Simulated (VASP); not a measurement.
# B (R-3m) in VASP: further runs

The runs below take B through single point, with r2SCAN.

Everything below comes from runs of VASP 6.6.1. Logs are shortened: lines on timing, memory, paths and dates and some standing lists are left out, and cuts for length are marked.

## Step 1: The cell of the first run

It takes space group R-3m (No. 166, trigonal). Conventional cell: a = 4.896 Å, b = 4.896 Å, c = 12.510 Å, α = 90.00°, β = 90.00°, γ = 120.00°. B (site symmetry m) has 6 B at 1.67 to 1.79 Å within 2.2 Å. B (site symmetry m) has 7 B at 1.77 to 2.01 Å within 2.4 Å.

## Step 2: Single point, r2SCAN (7.22 Å³/atom)

Input file POSCAR:

```
B
1.0
    2.4481924990      1.4134645983      4.1701293549
   -2.4481924990      1.4134645983      4.1701293549
    0.0000000000     -2.8269291967      4.1701293549
B
12
Direct
    0.0098998682      0.6543814238      0.0098998682
    0.0098998682      0.0098998682      0.6543814238
    0.6543814238      0.0098998682      0.0098998682
    0.9901001318      0.3456185762      0.9901001318
    0.9901001318      0.9901001318      0.3456185762
    0.3456185762      0.9901001318      0.9901001318
    0.2205516795      0.6316844797      0.2205516795
    0.2205516795      0.2205516795      0.6316844797
    0.6316844797      0.2205516795      0.2205516795
    0.7794483205      0.3683155203      0.7794483205
    0.7794483205      0.7794483205      0.3683155203
    0.3683155203      0.7794483205      0.7794483205
```

Input file INCAR.step1:

```
ALGO = Normal
EDIFF = 1E-4
ENCUT = 520
GGA = PE
ISMEAR = 0
LASPH = True
LCHARG = False
LREAL = False
LWAVE = True
NBANDS = 30
NELM = 60
PREC = Accurate
SIGMA = 0.05
```

Input file INCAR.step2:

```
ALGO = Normal
EDIFF = 1E-7
ENCUT = 520
ISIF = 2
ISMEAR = 0
ISTART = 1
LASPH = True
LCHARG = False
LMIXTAU = True
LREAL = False
LWAVE = False
METAGGA = R2SCAN
NBANDS = 30
NELM = 60
PREC = Accurate
SIGMA = 0.05
```

Input file KPOINTS:

```
k-points
0
Gamma
  6 6 6
```

Potentials or basis: VASP PAW PBE potentials, release 64 (B).

Run with:

```console
> cat potpaw_PBE.64/B/POTCAR > POTCAR
> cp INCAR.step1 INCAR
> mpirun -np 1 vasp_std > vasp.out
> cp INCAR.step2 INCAR
> mpirun -np 1 vasp_std > vasp.out
```

OUTCAR:

```text
EDIFF = 1E-7
   ENCUT = 520
   ISIF = 2
   ISMEAR = 0
   ISTART = 1
   LASPH = True
   LREAL = False
   METAGGA = R2SCAN
   NELM = 60
   PREC = Accurate

 ion  position               nearest neighbor table
   1  0.010  0.654  0.010-   4 1.67   3 1.74   2 1.74   7 1.79  12 1.79  11 1.79
   2  0.010  0.010  0.654-   5 1.67   3 1.74   1 1.74   8 1.79  10 1.79  12 1.79
   3  0.654  0.010  0.010-   6 1.67   1 1.74   2 1.74   9 1.79  10 1.79  11 1.79
   4  0.990  0.346  0.990-   1 1.67   6 1.74   5 1.74  10 1.79   9 1.79   8 1.79
   5  0.990  0.990  0.346-   2 1.67   4 1.74   6 1.74  11 1.79   9 1.79   7 1.79
   6  0.346  0.990  0.990-   3 1.67   4 1.74   5 1.74  12 1.79   7 1.79   8 1.79
   7  0.221  0.632  0.221-  11 1.77  12 1.77   1 1.79   6 1.79   5 1.79   9 2.01   8 2.01
   8  0.221  0.221  0.632-  10 1.77  12 1.77   2 1.79   4 1.79   6 1.79   7 2.01   9 2.01
   9  0.632  0.221  0.221-  11 1.77  10 1.77   3 1.79   4 1.79   5 1.79   7 2.01   8 2.01
  10  0.779  0.368  0.779-   8 1.77   9 1.77   4 1.79   3 1.79   2 1.79  12 2.01  11 2.01
  11  0.779  0.779  0.368-   7 1.77   9 1.77   5 1.79   3 1.79   1 1.79  10 2.01  12 2.01
  12  0.368  0.779  0.779-   8 1.77   7 1.77   6 1.79   1 1.79   2 1.79  10 2.01  11 2.01

  LATTYP: Found a trigonal (rhomboedric) cell.
 ALAT       =     5.0380063040
 COS(alpha) =     0.5277154828

  Lattice vectors:

 A1 = (   2.4481924990,   1.4134645983,   4.1701293549)
 A2 = (  -2.4481924990,   1.4134645983,   4.1701293549)
 A3 = (   0.0000000000,  -2.8269291967,   4.1701293549)

Analysis of symmetry for initial positions (statically):
=====================================================================
 Subroutine PRICEL returns:
 Original cell was already a primitive cell.

 Routine SETGRP: Setting up the symmetry group for a
 trigonal (rhombohedral) supercell.

 Subroutine GETGRP returns: Found 12 space group operations
 (whereof 12 operations were pure point group operations)
 out of a pool of 12 trial point group operations.

The static configuration has the point symmetry D_3d.

Analysis of symmetry for dynamics (positions and initial velocities):
=====================================================================
 Subroutine PRICEL returns:
 Original cell was already a primitive cell.

 Routine SETGRP: Setting up the symmetry group for a
 trigonal (rhombohedral) supercell.

 Subroutine GETGRP returns: Found 12 space group operations
 (whereof 12 operations were pure point group operations)
 out of a pool of 12 trial point group operations.

The dynamic configuration has the point symmetry D_3d.

 Subroutine INISYM returns: Found 12 space group operations
 (whereof 12 operations are pure point group operations),
 and found     1 'primitive' translations

----------------------------------------------------------------------------------------

                                     Primitive cell

  volume of cell :      86.5827

  direct lattice vectors                    reciprocal lattice vectors
     2.448192499  1.413464598  4.170129355     0.204232306  0.117913577  0.079933572
    -2.448192499  1.413464598  4.170129355    -0.204232306  0.117913577  0.079933572
     0.000000000 -2.826929197  4.170129355     0.000000000 -0.235827154  0.079933572

  length of vectors
     5.038006304  5.038006304  5.038006304     0.249005667  0.249005667  0.249005667

  position of ions in fractional coordinates (direct lattice)
     0.009899868  0.654381424  0.009899868
     0.009899868  0.009899868  0.654381424
     0.654381424  0.009899868  0.009899868
     0.990100132  0.345618576  0.990100132
     0.990100132  0.990100132  0.345618576
     0.345618576  0.990100132  0.990100132
     0.220551679  0.631684480  0.220551679
     0.220551679  0.220551679  0.631684480
     0.631684480  0.220551679  0.220551679
     0.779448321  0.368315520  0.779448321
     0.779448321  0.779448321  0.368315520
     0.368315520  0.779448321  0.779448321

  ion indices of the primitive-cell ions
   primitive index   ion index
                 1           1
                 2           2
                 3           3
                 4           4
                 5           5
                 6           6
                 7           7
                 8           8
                 9           9
                10          10
                11          11
                12          12

----------------------------------------------------------------------------------------

 KPOINTS: k-points

Automatic generation of k-mesh.
 Grid dimensions read from file:
 generate k-points for:    6    6    6

 Generating k-lattice:

  Cartesian coordinates                     Fractional coordinates (reciprocal lattice)
     0.034038718  0.019652263  0.013322262     0.166666667  0.000000000 -0.000000000
    -0.034038718  0.019652263  0.013322262     0.000000000  0.166666667 -0.000000000
[... 48 lines left out ...]
   NFREE  =      0    steps in history (QN), initial steepest desc. (CG)
   ISIF   =      2    stress and relaxation
   ISYM   =      2    0-nonsym 1-usesym 2-fastsym
   POTIM  = 0.5000    time-step for ionic-motion
   TEBEG  =    0.0;   TEEND  =   0.0 temperature during run
   PSTRESS=    0.0 pullay stress
   NELECT =      36.0000    total number of electrons
   NUPDOWN=      -1.0000    fix difference up-down
   EMIN   =  10.00;   EMAX   =-10.00  energy-range for DOS
   EFERMI =   0.00;   METHOD = LEGACY
   ISMEAR =     0;   SIGMA  =   0.05  broadening in eV -4-tet -1-fermi 0-gaus
   EFERMI_NEDOS =   21; number of points for ismear=-14 and -15
   IALGO  =     38    algorithm
   IMIX   =      4    mixing-type and parameters
     AMIX     =   0.40;   BMIX     =  1.00
     AMIX_MAG =   1.60;   BMIX_MAG =  1.00
  volume/ion in A,a.u.               =       7.22        48.69
  Fermi-wavevector in a.u.,A,eV,Ry     =   1.221889  2.309036 20.313686  1.493014
  Thomas-Fermi vector in A             =   2.357056
   LORBIT       =      0    0 simple, 1 ext, 2 COOP (PROOUT), +10 PAW based schemes
   METAGGA = R2SCAN    functional components
   LHFCALC =     F    Hartree Fock is set to
   AEXX    =    0.0000 exact exchange contribution
   IVDW    =     0    specifies the selected vdW correction
   LEPSILON=     F    determine dielectric tensor
   LRPA    =     F    only Hartree local field effects (RPA)
 non-spin polarized calculation
 Gauss-broadening in eV      SIGMA  =   0.05
  energy-cutoff  :      520.00
  volume of cell :       86.58
 maximum number of plane-waves:      2352
 NGX is ok and might be reduce to    40
   NGX = 19   NGY = 19   NGZ = 19

 number of electron      36.0000000 magnetization

 Free energy of the ion-electron system (eV)
  ---------------------------------------------------
  ext. energy  EPLUGINS =         0.00000000
  ---------------------------------------------------
  free energy    TOTEN  =       -88.12763311 eV

  energy without entropy =      -88.12763311  energy(sigma->0) =      -88.12763311

 E-fermi :   6.2055     XC(G=0): -12.3118

 val. band max:        5.9227511725   @ k =   0.5000   0.5000   0.5000
 cond. band min:       7.5565617704   @ k =   0.5000   0.5000   0.0000
 fundamental gap:      1.6338105979
 Fermi energy:         6.2055196038

 k-point     1 :       0.0000    0.0000    0.0000
  band No.  band energies     occupation
      1     -11.2635      2.00000
      2      -5.2224      2.00000
      3      -4.9609      2.00000
      4      -4.9609      2.00000
      5      -3.6754      2.00000
      6      -3.0573      2.00000
[... 22 lines left out ...]
     29      16.3224      0.00000
     30      16.8618      0.00000

 k-point     2 :       0.1667    0.0000    0.0000
  band No.  band energies     occupation
      1     -11.0987      2.00000
      2      -6.1219      2.00000
      3      -5.3177      2.00000
      4      -5.2043      2.00000
      5      -3.5291      2.00000
      6      -2.9208      2.00000
[... 718 lines left out ...]
 k-point    24 :      -0.3333    0.5000    0.1667
  band No.  band energies     occupation
      1     -10.0615      2.00000
      2      -7.7709      2.00000
      3      -6.9035      2.00000
      4      -6.4465      2.00000
      5      -3.5176      2.00000
      6      -2.9646      2.00000
[... 22 lines left out ...]
     29      15.4591      0.00000
     30      16.5061      0.00000

 [... further k-points ...]
[... 5 lines left out ...]
  --------------------------------------------------------------------------------------
  -------------------------------------------------------------------------------------
  Total        0.2893487      0.2893487      0.2089524      0.0000000     -0.0000000      0.0000000
  in kB        5.3542762      5.3542762      3.8665772      0.0000000     -0.0000000      0.0000000
  external PRESSURE =       4.8583765 kB  Pullay stress =       0.0000000 kB

 VOLUME and BASIS-vectors are now :
 -----------------------------------------------------------------------------
  energy-cutoff  :      520.00
  volume of cell :       86.58
      direct lattice vectors                 reciprocal lattice vectors
     2.448192499  1.413464598  4.170129355     0.204232306  0.117913577  0.079933572
    -2.448192499  1.413464598  4.170129355    -0.204232306  0.117913577  0.079933572
     0.000000000 -2.826929197  4.170129355     0.000000000 -0.235827154  0.079933572

 POSITION                                       TOTAL-FORCE (eV/Angst)
 -----------------------------------------------------------------------------------
     -1.57781      0.91095      2.81142         0.011627     -0.006713     -0.012895
      0.00000     -1.82190      2.81142         0.000000      0.013425     -0.012895
      1.57781      0.91095      2.81142        -0.011627     -0.006713     -0.012895
      1.57781     -0.91095      9.69897        -0.011627      0.006713      0.012895
      0.00000      1.82190      9.69897         0.000000     -0.013425      0.012895
     -1.57781     -0.91095      9.69897         0.011627      0.006713      0.012895
     -1.00653      0.58112      4.47366         0.017473     -0.010088      0.006360
      0.00000     -1.16224      4.47366         0.000000      0.020177      0.006360
      1.00653      0.58112      4.47366        -0.017473     -0.010088      0.006360
      1.00653     -0.58112      8.03672        -0.017473      0.010088     -0.006360
      0.00000      1.16224      8.03672         0.000000     -0.020177     -0.006360
     -1.00653     -0.58112      8.03672         0.017473      0.010088     -0.006360
 -----------------------------------------------------------------------------------
    total drift:                                0.000000      0.000000      0.000000

  FREE ENERGIE OF THE ION-ELECTRON SYSTEM (eV)
  ---------------------------------------------------
  free  energy   TOTEN  =       -88.1276331066 eV

  energy  without entropy=      -88.1276331066  energy(sigma->0) =      -88.12763311
```

It took 11 min on 1 thread of Intel Xeon 8259CL, shared host; peak memory 0.27 GiB.

Results:

- Free energy: -88.1276 eV
- Pressure: 0.5 GPa
- Largest force: 0.021 eV/Å
- Band gap on the k mesh: 1.63 eV (least direct gap 2.05 eV)

Forces in eV/Å, atoms in the order of the input:
```
B    0.012 -0.007 -0.013
B    0.000  0.013 -0.013
B   -0.012 -0.007 -0.013
B   -0.012  0.007  0.013
B    0.000 -0.013  0.013
B    0.012  0.007  0.013
B    0.017 -0.010  0.006
B    0.000  0.020  0.006
B   -0.017 -0.010  0.006
B   -0.017  0.010 -0.006
B    0.000 -0.020 -0.006
B    0.017  0.010 -0.006
```

Stress tensor (GPa, compression positive):
```
0.54 0.00 0.00
0.00 0.54 0.00
0.00 0.00 0.39
```

Levels at points of the mesh, in eV from the valence-band top:
| k point | band 15 | band 16 | band 17 | band 18 | band 19 | band 20 | band 21 | band 22 |
| --- | --- | --- | --- | --- | --- | --- | --- | --- |
| (0.00, 0.00, 0.00) | -1.40 | -0.92 | -0.92 | -0.38 | 1.67 | 4.91 | 4.91 | 5.11 |
| (0.50, 0.00, 0.00) | -2.74 | -2.08 | -1.78 | -0.67 | 2.16 | 3.47 | 3.98 | 5.18 |
| (0.50, 0.50, 0.00) | -3.04 | -2.77 | -2.22 | -2.08 | 1.63 | 2.92 | 3.07 | 3.78 |
| (0.50, 0.50, 0.50) | -3.09 | -1.93 | -1.93 | 0.00 | 2.88 | 3.01 | 3.01 | 5.32 |

Caveat: the PAW data sets were made with another functional, which shifts forces and pressure a little. A k mesh can miss the band edges.

## Step 3: Single point, r2SCAN (7.22 Å³/atom)

POSCAR, as its differences from that of step 2:

```diff
@@ -2,5 +2,5 @@
 1.0
-    2.4481924990      1.4134645983      4.1701293549
-   -2.4481924990      1.4134645983      4.1701293549
-    0.0000000000     -2.8269291967      4.1701293549
+    2.4491873997      1.4140390045      4.1718240193
+   -2.4491873997      1.4140390045      4.1718240193
+    0.0000000000     -2.8280780091      4.1718240193
 B
```

Input file INCAR.step1:

```
SYSTEM = B
PREC = Accurate
ENCUT = 520
ISMEAR = 0
SIGMA = 0.05
LREAL = .False.
LASPH = .True.
NELM = 80
NBANDS = 30
GGA = PE
ALGO = Normal
EDIFF = 1E-4
LWAVE = .True.
LCHARG = .False.
```

Input file INCAR.step2:

```
SYSTEM = B
PREC = Accurate
ENCUT = 520
EDIFF = 1E-6
ISMEAR = 0
SIGMA = 0.05
LREAL = .False.
LASPH = .True.
NELM = 80
ALGO = Normal
ISIF = 2
LWAVE = .False.
LCHARG = .False.
METAGGA = R2SCAN
LMIXTAU = .True.
NBANDS = 30
ISTART = 1
```

Input file KPOINTS:

```
regular mesh
0
Gamma
  6 6 6
  0 0 0
```

Potentials or basis: VASP PAW PBE potentials, release 64 (B).

Run with:

```console
> cat potpaw_PBE.64/B/POTCAR > POTCAR
> cp INCAR.step1 INCAR
> mpirun -np 1 vasp_std > vasp.out
> cp INCAR.step2 INCAR
> mpirun -np 1 vasp_std > vasp.out
```

Wall time 9.2 min (1 thread of Intel Xeon 8259CL, shared host); peak memory 0.27 GiB.

The run converged. Its results:

```
Free energy            : -88.1280 eV
Pressure               : 0.2 GPa
Largest force          : 0.016 eV/Å
Band gap on the k mesh : 1.63 eV (least direct gap 2.05 eV)
```

Forces in eV/Å, atoms in the order of the input:
```
B    0.009 -0.005 -0.012
B    0.000  0.010 -0.012
B   -0.009 -0.005 -0.012
B   -0.009  0.005  0.012
B    0.000 -0.010  0.012
B    0.009  0.005  0.012
B    0.009 -0.005  0.003
B    0.000  0.011  0.003
B   -0.009 -0.005  0.003
B   -0.009  0.005 -0.003
B    0.000 -0.011 -0.003
B    0.009  0.005 -0.003
```

Stress tensor (GPa, compression positive):
```
0.24 0.00 0.00
0.00 0.24 0.00
0.00 0.00 0.09
```

Levels at points of the mesh, in eV from the valence-band top:
```
           k point  band 14  band 15  band 16  band 17  band 18  band 19  band 20  band 21  band 22  band 23
(0.00, 0.00, 0.00)    -4.64    -1.39    -0.92    -0.92    -0.38     1.67     4.90     4.90     5.11     5.11
(0.50, 0.00, 0.00)    -3.31    -2.74    -2.08    -1.78    -0.67     2.16     3.46     3.98     5.17     5.29
(0.50, 0.50, 0.00)    -3.32    -3.04    -2.77    -2.22    -2.08     1.63     2.92     3.06     3.78     5.78
(0.50, 0.50, 0.50)    -3.64    -3.09    -1.93    -1.93     0.00     2.88     3.01     3.01     5.32     5.32
```

Caveat: the PAW data sets were made with another functional, which shifts forces and pressure a little. A k mesh can miss the band edges.

## Step 4: Single point, r2SCAN

This run uses another cell than the first one, of 7.24 Å³/atom.

Input file POSCAR:

```
B
1.0
    2.4514900414      1.4153684353      4.1756207543
   -2.4514900414      1.4153684353      4.1756207543
    0.0000000000     -2.8307368706      4.1756207543
B
12
Direct
    0.0098148953      0.6544760235      0.0098148953
    0.0098148953      0.0098148953      0.6544760235
    0.6544760235      0.0098148953      0.0098148953
    0.9901851047      0.3455239765      0.9901851047
    0.9901851047      0.9901851047      0.3455239765
    0.3455239765      0.9901851047      0.9901851047
    0.2203741745      0.6319254152      0.2203741745
    0.2203741745      0.2203741745      0.6319254152
    0.6319254152      0.2203741745      0.2203741745
    0.7796258255      0.3680745848      0.7796258255
    0.7796258255      0.7796258255      0.3680745848
    0.3680745848      0.7796258255      0.7796258255
```

Input file INCAR.step1:

```
PREC     = Accurate       # precision mode
ENCUT    = 520            # plane-wave cutoff, eV
ISMEAR   = 0              # smearing method
SIGMA    = 0.05           # smearing width, eV
LREAL    = False          # projectors in reciprocal space
LASPH    = True           # aspherical terms in the spheres
NELM     = 100            # most SCF steps
NBANDS   = 30             # bands
GGA      = PE             # functional
ALGO     = Normal         # electronic algorithm
EDIFF    = 1E-4           # SCF threshold, eV
LWAVE    = True           # write WAVECAR
LCHARG   = False          # write CHGCAR
```

Input file INCAR.step2:

```
PREC     = Accurate       # precision mode
ENCUT    = 520            # plane-wave cutoff, eV
EDIFF    = 1E-6           # SCF threshold, eV
ISMEAR   = 0              # smearing method
SIGMA    = 0.05           # smearing width, eV
LREAL    = False          # projectors in reciprocal space
LASPH    = True           # aspherical terms in the spheres
NELM     = 100            # most SCF steps
ALGO     = Normal         # electronic algorithm
ISIF     = 2              # what is computed and relaxed
LWAVE    = False          # write WAVECAR
LCHARG   = False          # write CHGCAR
METAGGA  = R2SCAN         # meta-GGA
LMIXTAU  = True         
NBANDS   = 30             # bands
ISTART   = 1
```

Input file KPOINTS:

```
Automatic mesh
0
Gamma
  6 6 6
```

Run with:

```console
> cat potpaw_PBE.64/B/POTCAR > POTCAR
> cp INCAR.step1 INCAR
> mpirun -np 1 vasp_std > vasp.out
> cp INCAR.step2 INCAR
> mpirun -np 1 vasp_std > vasp.out
```

Run time: 9.7 min. Hardware: 1 thread of Intel Xeon 8259CL, shared host; peak memory 0.27 GiB.

Results (log left out):

| Property | Result |
| --- | --- |
| Free energy | -88.1279 eV |
| Pressure | -0.4 GPa |
| Largest force | 0.025 eV/Å |
| Band gap on the k mesh | 1.65 eV (least direct gap 2.07 eV) |

Forces on the atoms (eV/Å):
```
B    0.014 -0.008 -0.008
B    0.000  0.017 -0.008
B   -0.014 -0.008 -0.008
B   -0.014  0.008  0.008
B    0.000 -0.017  0.008
B    0.014  0.008  0.008
B    0.020 -0.012  0.009
B    0.000  0.024  0.009
B   -0.020 -0.012  0.009
B   -0.020  0.012 -0.009
B    0.000 -0.024 -0.009
B    0.020  0.012 -0.009
```

Stress tensor (GPa, compression positive):
```
-0.26  0.00  0.00
 0.00 -0.26  0.00
 0.00  0.00 -0.55
```

Levels at points of the mesh, in eV from the valence-band top:
| k point | band 16 | band 17 | band 18 | band 19 | band 20 | band 21 |
| --- | --- | --- | --- | --- | --- | --- |
| (0.00, 0.00, 0.00) | -0.91 | -0.91 | -0.38 | 1.69 | 4.90 | 4.90 |
| (0.50, 0.00, 0.00) | -2.07 | -1.77 | -0.66 | 2.17 | 3.47 | 4.00 |
| (0.50, 0.50, 0.00) | -2.75 | -2.21 | -2.07 | 1.65 | 2.94 | 3.07 |
| (0.50, 0.50, 0.50) | -1.91 | -1.91 | 0.00 | 2.90 | 3.01 | 3.01 |

Caveat: the PAW data sets were made with another functional, which shifts forces and pressure a little. A k mesh can miss the band edges.

## Step 5: The runs side by side

| cell | gap on the mesh (eV) | pressure (GPa) | largest force (eV/Å) |
| --- | --- | --- | --- |
| a = 5.038 Å, angles 58.1°, 12 atoms | 1.63 | 0.5 | 0.02 |
| a = 5.040 Å, angles 58.1°, 12 atoms | 1.63 | 0.2 | 0.02 |
| a = 5.045 Å, angles 58.2°, 12 atoms | 1.65 | -0.4 | 0.03 |

Alike in all rows: task single point; level r2SCAN; potentials or basis VASP PAW PBE potentials, release 64 (B); no spin polarisation; k mesh 6 × 6 × 6; cutoff (eV) 520; smearing gaussian 0.05 eV.

Caveats: the PAW data sets were made with another functional, which shifts forces and pressure a little.

Absolute energies hang on the potentials; compare differences alone.
